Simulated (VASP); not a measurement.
Here is a VASP 6.6.1 calculation.

Contents of INCAR:

```
SYSTEM = Al
ALGO = Fast
EDIFF = 1E-6
ENCUT = 520
GGA = PE
ISIF = 2
ISMEAR = 0
LASPH = .True.
LCHARG = .False.
LREAL = .False.
LWAVE = .False.
NBANDS = 8
NELM = 100
PREC = Accurate
SIGMA = 0.15
```

The input KPOINTS:

```
k-points
0
Gamma
  20 20 20
  0 0 0
```

The input POSCAR:

```
Al
1.0
    0.0000000000      1.9733805000      2.0239800000
    1.9733805000      0.0000000000      2.0239800000
    1.9733805000      1.9733805000      0.0000000000
Al
1
Direct
    0.0000000000      0.0000000000      0.0000000000
```

Potentials or basis: VASP PAW PBE potentials, release 64 (Al).

Launch:

```console
$ cat potpaw_PBE.64/Al/POTCAR > POTCAR
$ mpirun -np 1 vasp_std > vasp.out
```

Q: Estimate the band gap on the k mesh.

A: Zero (an odd number of electrons rules out a gap without spin polarisation).

Q: Estimate the pressure.

A: 3.9 GPa.

Stress tensor (GPa, compression positive):
```
4.34 0.00 0.00
0.00 4.34 0.00
0.00 0.00 2.90
```

Caveat: the cell differs from its parent crystal (strain -0.025 along x and y, +0.000 along z); the cell stands under pressure.
